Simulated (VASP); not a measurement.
# Li2S (Fm-3m) in VASP: dielectric tensor with PBE

Aim: the dielectric tensor of Li2S with PBE.

Everything below comes from runs of VASP 6.6.1. Logs are shortened: lines on timing, memory, paths and dates and some standing lists are left out, and cuts for length are marked.

**1. The cell of the first run**

Symmetry: Fm-3m, No. 225, cubic system. Conventional cell: a = 5.689 Å, b = 5.689 Å, c = 5.689 Å, α = 90.00°, β = 90.00°, γ = 90.00°. Li (site symmetry -43m) has 4 S at 2.46 Å and 6 Li at 2.84 Å within 3.3 Å. Within 3.3 Å of S (site symmetry m-3m) lie 8 Li at 2.46 Å.

**2. Dielectric tensor, PBE**

The input, INCAR:

```
PREC     = Accurate       # precision mode
ENCUT    = 650            # plane-wave cutoff, eV
EDIFF    = 1E-8           # SCF threshold, eV
ISMEAR   = 0              # smearing method
SIGMA    = 0.01           # smearing width, eV
LREAL    = False          # projectors in reciprocal space
LASPH    = True           # aspherical terms in the spheres
NELM     = 120            # most SCF steps
ALGO     = Normal         # electronic algorithm
ISIF     = 2              # what is computed and relaxed
LWAVE    = False          # write WAVECAR
LCHARG   = False          # write CHGCAR
GGA      = PE             # functional
LEPSILON = True           # dielectric tensor by DFPT
GGA_COMPAT= False
```

The input, KPOINTS:

```
Automatic mesh
0
Gamma
  6 6 6
```

The input, POSCAR:

```
Li2S
1.0
    0.0000000000      2.8445000000      2.8445000000
    2.8445000000      0.0000000000      2.8445000000
    2.8445000000      2.8445000000      0.0000000000
Li S
2 1
Direct
    0.2500000000      0.2500000000      0.2500000000
    0.7500000000      0.7500000000      0.7500000000
    0.0000000000      0.0000000000      0.0000000000
```

Potentials or basis: VASP PAW PBE potentials, release 64 (Li_sv, S).

Started as:

```sh
cat potpaw_PBE.64/Li_sv/POTCAR potpaw_PBE.64/S/POTCAR > POTCAR
mpirun -np 1 vasp_std > vasp.out
```

OUTCAR:

```text
PREC = Accurate
   ENCUT = 650
   EDIFF = 1E-8
   ISMEAR = 0
   LREAL = False
   LASPH = True
   NELM = 120
   ISIF = 2
   GGA = PE
   LEPSILON = True

 ion  position               nearest neighbor table
   1  0.250  0.250  0.250-   3 2.46   3 2.46   3 2.46   3 2.46
   2  0.750  0.750  0.750-   3 2.46   3 2.46   3 2.46   3 2.46
   3  0.000  0.000  0.000-   2 2.46   2 2.46   2 2.46   1 2.46   2 2.46   1 2.46   1 2.46   1 2.46

  LATTYP: Found a face centered cubic cell.
 ALAT       =     5.6890000000

  Lattice vectors:

 A1 = (   0.0000000000,   2.8445000000,   2.8445000000)
 A2 = (   2.8445000000,   0.0000000000,   2.8445000000)
 A3 = (   2.8445000000,   2.8445000000,   0.0000000000)

Analysis of symmetry for initial positions (statically):
=====================================================================
 Subroutine PRICEL returns:
 Original cell was already a primitive cell.

 Routine SETGRP: Setting up the symmetry group for a
 face centered cubic supercell.

 Subroutine GETGRP returns: Found 48 space group operations
 (whereof 48 operations were pure point group operations)
 out of a pool of 48 trial point group operations.

The static configuration has the point symmetry O_h .

Analysis of symmetry for dynamics (positions and initial velocities):
=====================================================================
 Subroutine PRICEL returns:
 Original cell was already a primitive cell.

 Routine SETGRP: Setting up the symmetry group for a
 face centered cubic supercell.

 Subroutine GETGRP returns: Found 48 space group operations
 (whereof 48 operations were pure point group operations)
 out of a pool of 48 trial point group operations.

The dynamic configuration has the point symmetry O_h .

 Subroutine INISYM returns: Found 48 space group operations
 (whereof 48 operations are pure point group operations),
 and found     1 'primitive' translations

----------------------------------------------------------------------------------------

                                     Primitive cell

  volume of cell :      46.0307

  direct lattice vectors                    reciprocal lattice vectors
     0.000000000  2.844500000  2.844500000    -0.175777817  0.175777817  0.175777817
     2.844500000  0.000000000  2.844500000     0.175777817 -0.175777817  0.175777817
     2.844500000  2.844500000  0.000000000     0.175777817  0.175777817 -0.175777817

  length of vectors
     4.022730478  4.022730478  4.022730478     0.304456110  0.304456110  0.304456110

  position of ions in fractional coordinates (direct lattice)
     0.250000000  0.250000000  0.250000000
     0.750000000  0.750000000  0.750000000
     0.000000000  0.000000000  0.000000000

  ion indices of the primitive-cell ions
   primitive index   ion index
                 1           1
                 2           2
                 3           3

----------------------------------------------------------------------------------------

 KPOINTS: Automatic mesh

Automatic generation of k-mesh.
 Grid dimensions read from file:
 generate k-points for:    6    6    6

 Generating k-lattice:

  Cartesian coordinates                     Fractional coordinates (reciprocal lattice)
    -0.029296303  0.029296303  0.029296303     0.166666667  0.000000000  0.000000000
     0.029296303 -0.029296303  0.029296303     0.000000000  0.166666667  0.000000000
     0.029296303  0.029296303 -0.029296303     0.000000000  0.000000000  0.166666667

  Length of vectors
     0.050742685  0.050742685  0.050742685

  Shift w.r.t. Gamma in fractional coordinates (k-lattice)
     0.000000000  0.000000000  0.000000000

 Subroutine IBZKPT returns following result:
[... 73 lines left out ...]
  energy-cutoff  :      650.00
  volume of cell :       46.03
 maximum number of plane-waves:      1759
 NGX is ok and might be reduce to    36
   NGX = 17   NGY = 17   NGZ = 17

--------------------------------------- Ionic step        1  -------------------------------------------

 number of electron      11.9999998 magnetization

 E-fermi :   1.6479     XC(G=0):  -8.5255

 val. band max:        1.4930008628   @ k =   0.0000   0.0000   0.0000
 cond. band min:       4.8789930992   @ k =   0.5000   0.5000   0.0000
 fundamental gap:      3.3859922364
 Fermi energy:         1.6478751409

 k-point     1 :       0.0000    0.0000    0.0000
  band No.  band energies     occupation
      1     -42.6732      2.00000
      2     -42.6301      2.00000
      3      -9.5428      2.00000
      4       1.4930      2.00000
      5       1.4930      2.00000
      6       1.4930      2.00000
      7       5.7910      0.00000
      8       7.7246      0.00000
      9       7.7246      0.00000
     10       7.7246      0.00000
[... 183 lines left out ...]
 k-point    16 :      -0.3333    0.5000    0.1667
  band No.  band energies     occupation
      1     -42.6541      2.00000
      2     -42.6469      2.00000
      3      -8.9712      2.00000
      4      -0.5162      2.00000
      5      -0.1983      2.00000
      6      -0.1473      2.00000
      7       6.1741      0.00000
      8       9.4467      0.00000
      9       9.8696      0.00000
     10      11.5855      0.00000

  FORCE on cell =-STRESS in cart. coord.  units (eV):
  Direction    XX          YY          ZZ          XY          YZ          ZX
  --------------------------------------------------------------------------------------
  -------------------------------------------------------------------------------------
  Total        0.0577798      0.0577798      0.0577798      0.0000000      0.0000000     -0.0000000
  in kB        2.0111237      2.0111237      2.0111237      0.0000000      0.0000000     -0.0000000
  external PRESSURE =       2.0111237 kB  Pullay stress =       0.0000000 kB

 VOLUME and BASIS-vectors are now :
 -----------------------------------------------------------------------------
  energy-cutoff  :      650.00
  volume of cell :       46.03
      direct lattice vectors                 reciprocal lattice vectors
     0.000000000  2.844500000  2.844500000    -0.175777817  0.175777817  0.175777817
     2.844500000  0.000000000  2.844500000     0.175777817 -0.175777817  0.175777817
     2.844500000  2.844500000  0.000000000     0.175777817  0.175777817 -0.175777817

 POSITION                                       TOTAL-FORCE (eV/Angst)
 -----------------------------------------------------------------------------------
      1.42225      1.42225      1.42225         0.000000      0.000000     -0.000000
      4.26675      4.26675      4.26675         0.000000      0.000000      0.000000
      0.00000      0.00000      0.00000        -0.000000     -0.000000      0.000000
 -----------------------------------------------------------------------------------
    total drift:                                0.000000      0.000000      0.000000

  FREE ENERGIE OF THE ION-ELECTRON SYSTEM (eV)
  ---------------------------------------------------
  free  energy   TOTEN  =       -11.9947928359 eV

  energy  without entropy=      -11.9947928359  energy(sigma->0) =      -11.99479284

 HEAD OF MICROSCOPIC STATIC DIELECTRIC TENSOR (INDEPENDENT PARTICLE, excluding Hartree and local field effects)
 ------------------------------------------------------
           4.332360     0.000000    -0.000000
           0.000000     4.332360    -0.000000
           0.000000     0.000000     4.332360
 ------------------------------------------------------

 Free energy of the ion-electron system (eV)
  ---------------------------------------------------
  ---------------------------------------------------
  free energy    TOTEN  =        -0.42396451 eV

  energy without entropy =       -0.42396451

------------------------ aborting loop because EDIFF is reached ----------------------------------------

--------------------------------------- Ionic step        2  -------------------------------------------

------------------------ aborting loop because EDIFF is reached ----------------------------------------

--------------------------------------- Ionic step        3  -------------------------------------------

 Free energy of the ion-electron system (eV)
  ---------------------------------------------------
  ---------------------------------------------------
  free energy    TOTEN  =        -0.42396504 eV

  energy without entropy =       -0.42396504

------------------------ aborting loop because EDIFF is reached ----------------------------------------

 PIEZOELECTRIC TENSOR FIELD DIRECTION 3  (e Angst)
 -----------------------------------------------------------------------------
     0.00005  0.00000  0.00000           ( -0.00000  0.00000  0.00000)
     0.00000  0.00005  0.00000           (  0.00000 -0.00000 -0.00000)
    -0.00000  0.00000 -0.00130           (  0.00000 -0.00000  0.00000)

 PIEZOELECTRIC TENSOR FIELD DIRECTION 3  (C/m^2)
 -----------------------------------------------------------------------------
     0.00002  0.00000  0.00000
     0.00000  0.00002  0.00000
    -0.00000  0.00000 -0.00045

 MACROSCOPIC STATIC DIELECTRIC TENSOR (including local field effects in DFT)
 ------------------------------------------------------
           3.909086     0.000000    -0.000000
           0.000000     3.909086     0.000000
           0.000000    -0.000000     3.909086
 ------------------------------------------------------

 PIEZOELECTRIC TENSOR (including local field effects)  for field in x, y, z        (e  Angst)
          XX          YY          ZZ          XY          YZ          ZX
  --------------------------------------------------------------------------------
  x     0.00000     0.00000     0.00000     0.00000     0.00000     0.00000
  y     0.00000     0.00000     0.00000     0.00000     0.00000     0.00000
  z     0.00000     0.00000     0.00000     0.00000     0.00000     0.00000

 PIEZOELECTRIC TENSOR (including local field effects)  for field in x, y, z        (C/m^2)
          XX          YY          ZZ          XY          YZ          ZX
  --------------------------------------------------------------------------------
  x     0.00000     0.00000     0.00000     0.00000     0.00000     0.00000
  y     0.00000     0.00000     0.00000     0.00000     0.00000     0.00000
  z     0.00000     0.00000     0.00000     0.00000     0.00000     0.00000

 BORN EFFECTIVE CHARGES (including local field effects) (in |e|, cummulative output)
 ---------------------------------------------------------------------------------
 ion    1
    1     0.95013    -0.00000     0.00000
    2     0.00000     0.95013     0.00000
    3     0.00000    -0.00000     0.95013
 ion    2
    1     0.95013    -0.00000     0.00000
    2     0.00000     0.95013     0.00000
    3     0.00000     0.00000     0.95013
 ion    3
    1    -1.90026    -0.00000     0.00000
    2    -0.00000    -1.90026     0.00000
    3    -0.00000     0.00000    -1.90026
```

It took 2.1 min on 1 thread of Intel Xeon 6975P-C (Granite Rapids), shared host; peak memory 0.23 GiB.

Results:

| Quantity | Value |
| --- | --- |
| Band gap on the k mesh | 3.39 eV, indirect (least direct gap 4.30 eV) |
| Electronic dielectric tensor (diagonal) | 3.91 |
| Born charges (mean of the diagonal) | Li +0.95; S -1.90 e |

Electronic dielectric tensor:
```
3.91 0.00 0.00
0.00 3.91 0.00
0.00 0.00 3.91
```

Born effective charge tensors (e):
atom 1, Li
```
0.95 0.00 0.00
0.00 0.95 0.00
0.00 0.00 0.95
```
atom 2, Li
```
0.95 0.00 0.00
0.00 0.95 0.00
0.00 0.00 0.95
```
atom 3, S
```
-1.90  0.00  0.00
 0.00 -1.90  0.00
 0.00  0.00 -1.90
```
